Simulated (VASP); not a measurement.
# Be (Fm-3m) in VASP: further runs

Be is run at these levels: PBEsol; tasks: relaxation of cell and atoms.

Program: VASP 6.6.1. These are calculated values, not measurements. Logs are shortened: lines on timing, memory, paths and dates and some standing lists are left out, and cuts for length are marked.

## (1) The cell of the first run

It takes space group Fm-3m (No. 225, cubic). The conventional cell has a = 2.794 Å, b = 2.794 Å, c = 2.794 Å, α = 90.00°, β = 90.00°, γ = 90.00°. Within 2.6 Å of Be (site symmetry m-3m) lie 12 Be at 1.98 Å.

This isn't the form of Be at room conditions, which is hcp.

## (2) Relaxation of cell and atoms, PBEsol, target pressure 80 GPa, at which the enthalpy is minimised

INCAR

```
PREC = Accurate
ENCUT = 600
EDIFF = 1E-6
ISMEAR = -1
SIGMA = 0.1
LREAL = F
LASPH = T
NELM = 100
ALGO = Normal
ISIF = 3
LWAVE = F
LCHARG = F
GGA = PS
IBRION = 2
NSW = 60
EDIFFG = -0.005
PSTRESS = 800.0
```

KPOINTS

```
regular mesh
0
Gamma
  23 23 23
```

POSCAR

```
Be
1.0
    0.0000000000      1.3971678031      1.3971678031
    1.3971678031      0.0000000000      1.3971678031
    1.3971678031      1.3971678031      0.0000000000
Be
1
Direct
    0.0000000000      0.0000000000      0.0000000000
```

Potentials or basis: VASP PAW PBE potentials, release 64 (Be).

The run is started by

```bash
cat potpaw_PBE.64/Be/POTCAR > POTCAR
mpirun -np 1 vasp_std > vasp.out
```

OUTCAR:

```text
PREC = Accurate
   ENCUT = 600
   EDIFF = 1E-6
   ISMEAR = -1
   LREAL = F
   LASPH = T
   NELM = 100
   ISIF = 3
   GGA = PS
   IBRION = 2
   NSW = 60
   EDIFFG = -0.005
   PSTRESS = 800.0

 ion  position               nearest neighbor table
   1  0.000  0.000  0.000-

  LATTYP: Found a face centered cubic cell.
 ALAT       =     2.7943356062

  Lattice vectors:

 A1 = (   0.0000000000,   1.3971678031,   1.3971678031)
 A2 = (   1.3971678031,   0.0000000000,   1.3971678031)
 A3 = (   1.3971678031,   1.3971678031,   0.0000000000)

Analysis of symmetry for initial positions (statically):
=====================================================================
 Subroutine PRICEL returns:
 Original cell was already a primitive cell.

 Routine SETGRP: Setting up the symmetry group for a
 face centered cubic supercell.

 Subroutine GETGRP returns: Found 48 space group operations
 (whereof 48 operations were pure point group operations)
 out of a pool of 48 trial point group operations.

The static configuration has the point symmetry O_h .

Analysis of symmetry for dynamics (positions and initial velocities):
=====================================================================
 Subroutine PRICEL returns:
 Original cell was already a primitive cell.

 Routine SETGRP: Setting up the symmetry group for a
 face centered cubic supercell.

 Subroutine GETGRP returns: Found 48 space group operations
 (whereof 48 operations were pure point group operations)
 out of a pool of 48 trial point group operations.

The dynamic configuration has the point symmetry O_h .

 Subroutine INISYM returns: Found 48 space group operations
 (whereof 48 operations are pure point group operations),
 and found     1 'primitive' translations

----------------------------------------------------------------------------------------

                                     Primitive cell

  volume of cell :       5.4548

  direct lattice vectors                    reciprocal lattice vectors
     0.000000000  1.397167803  1.397167803    -0.357866821  0.357866821  0.357866821
     1.397167803  0.000000000  1.397167803     0.357866821 -0.357866821  0.357866821
     1.397167803  1.397167803  0.000000000     0.357866821  0.357866821 -0.357866821

  length of vectors
     1.975893656  1.975893656  1.975893656     0.619843516  0.619843516  0.619843516

  position of ions in fractional coordinates (direct lattice)
     0.000000000  0.000000000  0.000000000

  ion indices of the primitive-cell ions
   primitive index   ion index
                 1           1

----------------------------------------------------------------------------------------

 KPOINTS: regular mesh

Automatic generation of k-mesh.
 Grid dimensions read from file:
 generate k-points for:   23   23   23

 Generating k-lattice:

  Cartesian coordinates                     Fractional coordinates (reciprocal lattice)
    -0.015559427  0.015559427  0.015559427     0.043478261  0.000000000  0.000000000
     0.015559427 -0.015559427  0.015559427     0.000000000  0.043478261  0.000000000
     0.015559427  0.015559427 -0.015559427     0.000000000  0.000000000  0.043478261

  Length of vectors
     0.026949718  0.026949718  0.026949718

  Shift w.r.t. Gamma in fractional coordinates (k-lattice)
     0.000000000  0.000000000  0.000000000

 Subroutine IBZKPT returns following result:
 ===========================================

 Found    364 irreducible k-points:

 Following reciprocal coordinates:
            Coordinates               Weight
  0.000000  0.000000  0.000000      1.000000
  0.043478  0.000000  0.000000      8.000000
  0.086957  0.000000  0.000000      8.000000
  0.130435  0.000000  0.000000      8.000000
  0.173913  0.000000  0.000000      8.000000
  0.217391  0.000000  0.000000      8.000000
[... 16 lines left out ...]
  0.478261  0.043478  0.000000     24.000000
 -0.478261  0.043478  0.000000     24.000000
 [... further k-points ...]
   k-points           NKPTS =    364   k-points in BZ     NKDIM =    364   number of bands    NBANDS=      5
   number of dos      NEDOS =    301   number of ions     NIONS =      1
   total plane-waves  NPLWV =   4096
   dimension x,y,z NGX =    16 NGY =   16 NGZ =   16
   dimension x,y,z NGXF=    32 NGYF=   32 NGZF=   32
   ions per type =               1
   NGX,Y,Z   is equivalent  to a cutoff of  13.46, 13.46, 13.46 a.u.
   NGXF,Y,Z  is equivalent  to a cutoff of  26.92, 26.92, 26.92 a.u.
 SYSTEM =  unknown system
   PREC   = accura    normal or accurate (medium, high low for compatibility)
   ISTART =      0    job   : 0-new  1-cont  2-samecut
   ICHARG =      2    charge: 1-file 2-atom 10-const
   ISPIN  =      1    spin polarized calculation?
   LNONCOLLINEAR =      F non collinear calculations
   LSORBIT =      F    spin-orbit coupling
   LASPH  =      T    aspherical Exc in radial PAW
   ENCUT  =  600.0 eV  44.10 Ry    6.64 a.u.   3.95  3.95  3.95*2*pi/ulx,y,z
   NELM   =    100;   NELMIN=  2; NELMDL= -5     # of ELM steps
   EDIFF  = 0.1E-05   stopping-criterion for ELM
   LREAL  =      F    real-space projection
   EDIFFG = -.5E-02   stopping-criterion for IOM
   NSW    =     60    number of steps for IOM
   IBRION =      2    ionic relax: 0-MD 1-quasi-New 2-CG
   NFREE  =      1    steps in history (QN), initial steepest desc. (CG)
   ISIF   =      3    stress and relaxation
   ISYM   =      2    0-nonsym 1-usesym 2-fastsym
   POTIM  = 0.5000    time-step for ionic-motion
   TEBEG  =    0.0;   TEEND  =   0.0 temperature during run
   PSTRESS=  800.0 pullay stress
   NELECT =       2.0000    total number of electrons
   NUPDOWN=      -1.0000    fix difference up-down
   EMIN   =  10.00;   EMAX   =-10.00  energy-range for DOS
   EFERMI =   0.00;   METHOD = LEGACY
   ISMEAR =    -1;   SIGMA  =   0.10  broadening in eV -4-tet -1-fermi 0-gaus
   EFERMI_NEDOS =   21; number of points for ismear=-14 and -15
   IALGO  =     38    algorithm
   IMIX   =      4    mixing-type and parameters
     AMIX     =   0.40;   BMIX     =  1.00
     AMIX_MAG =   1.60;   BMIX_MAG =  1.00
  volume/ion in A,a.u.               =       5.45        36.81
  Fermi-wavevector in a.u.,A,eV,Ry     =   1.171727  2.214242 18.680024  1.372943
  Thomas-Fermi vector in A             =   2.308166
   LORBIT       =      0    0 simple, 1 ext, 2 COOP (PROOUT), +10 PAW based schemes
   GGA     = PS    functional components
   LHFCALC =     F    Hartree Fock is set to
   AEXX    =    0.0000 exact exchange contribution
   IVDW    =     0    specifies the selected vdW correction
   LEPSILON=     F    determine dielectric tensor
   LRPA    =     F    only Hartree local field effects (RPA)
 conjugate gradient relaxation of ions
 non-spin polarized calculation
  energy-cutoff  :      600.00
  volume of cell :        5.45
 maximum number of plane-waves:       190
   NGX =  7   NGY =  7   NGZ =  7

--------------------------------------- Ionic step        1  -------------------------------------------

 number of electron       2.0000000 magnetization

 Free energy of the ion-electron system (eV)
  ---------------------------------------------------
  ext. energy  EPLUGINS =         0.00000000
  ---------------------------------------------------
  free energy    TOTEN  =        -3.46331413 eV

  energy without entropy =       -3.46214730  energy(sigma->0) =       -3.46273071

------------------------ aborting loop because EDIFF is reached ----------------------------------------

  FORCE on cell =-STRESS in cart. coord.  units (eV):
  Direction    XX          YY          ZZ          XY          YZ          ZX
  --------------------------------------------------------------------------------------
  -------------------------------------------------------------------------------------
  Total        2.7456807      2.7456807      2.7456807     -0.0000000      0.0000000      0.0000000
  in kB      806.4638642    806.4638642    806.4638642     -0.0000000      0.0000000      0.0000000
  external PRESSURE =       6.4638642 kB  Pullay stress =     800.0000000 kB
[... 59 lines left out ...]
  enthalpy is  TOTEN    =        -0.7396469091 eV   P V=        2.7323580101

--------------------------------------- Ionic step        3  -------------------------------------------

 number of electron       2.0000000 magnetization

 Free energy of the ion-electron system (eV)
  ---------------------------------------------------
  ext. energy  EPLUGINS =         0.00000000
  ---------------------------------------------------
  free energy    TOTEN  =        -3.46826713 eV

  energy without entropy =       -3.46709751  energy(sigma->0) =       -3.46768232

 E-fermi :  11.0281     XC(G=0): -11.8923

 val. band max:       10.9813571534   @ k =  -0.3478   0.3478   0.0000
 cond. band min:      11.0291435801   @ k =  -0.3478   0.3913   0.0435
 fundamental gap:      0.0477864267
 Fermi energy:        11.0280550535

 k-point     1 :       0.0000    0.0000    0.0000
  band No.  band energies     occupation
      1      -2.9320      2.00000
      2      37.0003      0.00000
      3      37.0003      0.00000
      4      37.0003      0.00000
      5      47.8109      0.00000

 k-point     2 :       0.0435    0.0000    0.0000
  band No.  band energies     occupation
      1      -2.8635      2.00000
      2      36.2521      0.00000
      3      36.8347      0.00000
      4      36.8347      0.00000
      5      46.6878      0.00000
[... 169 lines left out ...]
 k-point    24 :      -0.4783    0.0435    0.0000
  band No.  band energies     occupation
      1       4.0998      2.00000
      2      12.4809      0.00000
      3      32.6117      0.00000
      4      32.7427      0.00000
      5      42.1987      0.00000

 [... further k-points ...]

------------------------ aborting loop because EDIFF is reached ----------------------------------------

  FORCE on cell =-STRESS in cart. coord.  units (eV):
  Direction    XX          YY          ZZ          XY          YZ          ZX
  --------------------------------------------------------------------------------------
  -------------------------------------------------------------------------------------
  Total        2.7286174      2.7286174      2.7286174      0.0000000     -0.0000000     -0.0000000
  in kB      800.0026360    800.0026360    800.0026360      0.0000000     -0.0000000     -0.0000000
  external PRESSURE =       0.0026360 kB  Pullay stress =     800.0000000 kB
[... 16 lines left out ...]
  FREE ENERGIE OF THE ION-ELECTRON SYSTEM (eV)
  ---------------------------------------------------
  free  energy   TOTEN  =        -3.4682671329 eV

  energy  without entropy=       -3.4670975120  energy(sigma->0) =       -3.46768232

  enthalpy is  TOTEN    =        -0.7396587135 eV   P V=        2.7286084194

 reached required accuracy - stopping structural energy minimisation
```

It took 20 s on 1 thread of AMD EPYC 7R13, shared host; peak memory 0.09 GiB.

What came out:

| Property | Result |
| --- | --- |
| Free energy | -3.4683 eV |
| Relaxed volume | 5.46 Å³/atom |
| Relaxed cell | a = 1.977 Å, b = 1.977 Å, c = 1.977 Å, α = 60.00°, β = 60.00°, γ = 60.00° |
| Space group after relaxing (to 0.1 Å) | Fm-3m (No. 225) |
| Energy change on relaxing (the run minimises the enthalpy) | -5.0 meV/atom |
| Ionic steps | 3 |
| Pressure after relaxing | 80.0 GPa |
| Band gap on the k mesh | zero (bands 1 and 2 overlap by 0.84 eV) |

Step by step:
```tsv
step	energy change (eV)	largest force (eV/Å)	pressure (GPa)	volume (Å³)
1	0.0000	0.0000	80.65	5.45
2	-0.0087	0.0000	79.51	5.47
3	-0.0050	0.0000	80.00	5.46
```

Final structure:
```xyz
1
Lattice="0.0000 1.3980 1.3980 1.3980 0.0000 1.3980 1.3980 1.3980 0.0000" Properties=species:S:1:pos:R:3 pbc="T T T"
Be    0.0000    0.0000    0.0000
```

Caveat: the cell is relaxed towards a set pressure, so the run minimises the enthalpy, not the energy; the PAW data sets were made with another functional, which shifts forces and pressure a little.

## (3) Relaxation of cell and atoms, PBEsol, target pressure 80 GPa, at which the enthalpy is minimised

INCAR

```
PREC = Accurate
ENCUT = 600
EDIFF = 1E-6
ISMEAR = -1
SIGMA = 0.1
LREAL = False
LASPH = True
NELM = 100
ALGO = Normal
ISIF = 3
LWAVE = False
LCHARG = False
GGA = PS
IBRION = 2
NSW = 32
EDIFFG = -0.005
PSTRESS = 800.0
```

KPOINTS

```
Automatic mesh
0
Gamma
  23 23 23
```

POSCAR

```
Be
1.0
    0.0000000000      1.3968328414      1.3968328414
    1.3968328414      0.0000000000      1.3968328414
    1.3968328414      1.3968328414      0.0000000000
Be
1
Direct
    0.0000000000      0.0000000000      0.0000000000
```

Potentials or basis: VASP PAW PBE potentials, release 64 (Be).

The run is started by

```bash
cat potpaw_PBE.64/Be/POTCAR > POTCAR
mpirun -np 1 vasp_std > vasp.out
```

Wall time 24 s (1 thread of AMD EPYC 7R13, shared host); peak memory 0.09 GiB.

It converged, with:

```
Free energy                                                : -3.4683 eV
Relaxed volume                                             : 5.46 Å³/atom
Relaxed cell                                               : a = 1.977 Å, b = 1.977 Å, c = 1.977 Å, α = 60.00°, β = 60.00°, γ = 60.00°
Space group after relaxing (to 0.1 Å)                      : Fm-3m (No. 225)
Energy change on relaxing (the run minimises the enthalpy) : -6.9 meV/atom
Ionic steps                                                : 3
Pressure after relaxing                                    : 80.0 GPa
Band gap on the k mesh                                     : zero (bands 1 and 2 overlap by 0.84 eV)
```

The path:
```csv
step,energy change (eV),largest force (eV/Å),pressure (GPa),volume (Å³)
1,0.0000,0.0000,80.90,5.45
2,-0.0121,0.0000,79.32,5.48
3,-0.0069,0.0000,80.00,5.46
```

Final structure:
```
Be
1.0
     0.00000    1.39801    1.39801
     1.39801    0.00000    1.39801
     1.39801    1.39801    0.00000
Be
1
Direct
  0.00000 0.00000 0.00000
```

Levels at points of the mesh, in eV from the Fermi level:
```tsv
k point	band 1	band 2	band 3	band 4
(0.00, 0.00, 0.00)	-13.96	25.97	25.97	25.97
```

Caveat: the cell is relaxed towards a set pressure, so the run minimises the enthalpy, not the energy; the PAW data sets were made with another functional, which shifts forces and pressure a little.

## (4) Relaxation of cell and atoms, PBEsol

This run uses another cell than the first one, of 7.84 Å³/atom.

INCAR

```
SYSTEM = Be
PREC     = Accurate       ! precision mode
ENCUT    = 600            ! plane-wave cutoff, eV
EDIFF    = 1E-6           ! SCF threshold, eV
ISMEAR   = -1             ! smearing method
SIGMA    = 0.1            ! smearing width, eV
LREAL    = .FALSE.        ! projectors in reciprocal space
LASPH    = .TRUE.         ! aspherical terms in the spheres
NELM     = 80             ! most SCF steps
ALGO     = Normal         ! electronic algorithm
ISIF     = 3              ! what is computed and relaxed
LWAVE    = .FALSE.        ! write WAVECAR
LCHARG   = .FALSE.        ! write CHGCAR
GGA      = PS             ! functional
IBRION   = 2              ! ionic algorithm
NSW      = 60             ! ionic steps
EDIFFG   = -0.005         ! ionic threshold
```

KPOINTS

```
regular mesh
0
G
  22 22 22
  0 0 0
```

POSCAR

```
Be
1.0
    0.0000000000      1.5766799912      1.5766799912
    1.5766799912      0.0000000000      1.5766799912
    1.5766799912      1.5766799912      0.0000000000
Be
1
Direct
    0.0000000000      0.0000000000      0.0000000000
```

The run is started by

```bash
cat potpaw_PBE.64/Be/POTCAR > POTCAR
mpirun -np 1 vasp_std > vasp.out
```

Wall time 21 s (1 thread of AMD EPYC 7R13, shared host); peak memory 0.1 GiB.

It converged, with:

- Free energy: -3.9211 eV
- Relaxed volume: 7.83 Å³/atom
- Relaxed cell: a = 2.229 Å, b = 2.229 Å, c = 2.229 Å, α = 60.00°, β = 60.00°, γ = 60.00°
- Space group after relaxing (to 0.1 Å): Fm-3m (No. 225)
- Energy gained by relaxing: 0.0 meV/atom
- Ionic steps: 2
- Pressure after relaxing: 0.0 GPa
- Band gap on the k mesh: zero (bands 1 and 2 overlap by 0.70 eV)

Final structure:
```cif
data_structure
_symmetry_space_group_name_H-M 'P 1'
_symmetry_Int_Tables_number 1
_cell_length_a 2.2288
_cell_length_b 2.2288
_cell_length_c 2.2288
_cell_angle_alpha 60.000
_cell_angle_beta 60.000
_cell_angle_gamma 60.000
_cell_volume 7.83
loop_
_atom_site_label
_atom_site_type_symbol
_atom_site_fract_x
_atom_site_fract_y
_atom_site_fract_z
_atom_site_occupancy
Be1 Be 0.00000 0.00000 0.00000 1
```

Levels at points of the mesh, in eV from the Fermi level:
```csv
k point,band 1,band 2,band 3,band 4,band 5
"(0.00, 0.00, 0.00)",-11.89,19.54,19.54,19.54,29.24
"(0.50, 0.00, 0.00)",-5.33,0.06,16.59,16.59,26.36
"(0.50, 0.50, 0.00)",-2.69,3.88,9.57,9.57,15.24
```

Caveat: the PAW data sets were made with another functional, which shifts forces and pressure a little.

## (5) Overview

```tsv
cell	k mesh	gap on the mesh (eV)	pressure (GPa)
relaxed to 80 GPa from a = 1.976 Å, angles 60.0°, 1 atom	23 × 23 × 23	none	80.0
relaxed to 80 GPa from a = 1.975 Å, angles 60.0°, 1 atom	23 × 23 × 23	none	80.0
relaxed from a = 2.230 Å, angles 60.0°, 1 atom	22 × 22 × 22	none	0.0
```

Alike in all rows: task relaxation of cell and atoms; level PBEsol; potentials or basis VASP PAW PBE potentials, release 64 (Be); no spin polarisation; cutoff (eV) 600; smearing fermi-dirac 0.1 eV.

Caveats: the PAW data sets were made with another functional, which shifts forces and pressure a little; the cell is relaxed towards a set pressure, so the run minimises the enthalpy, not the energy (at least some runs).

Absolute energies hang on the potentials; compare differences alone.
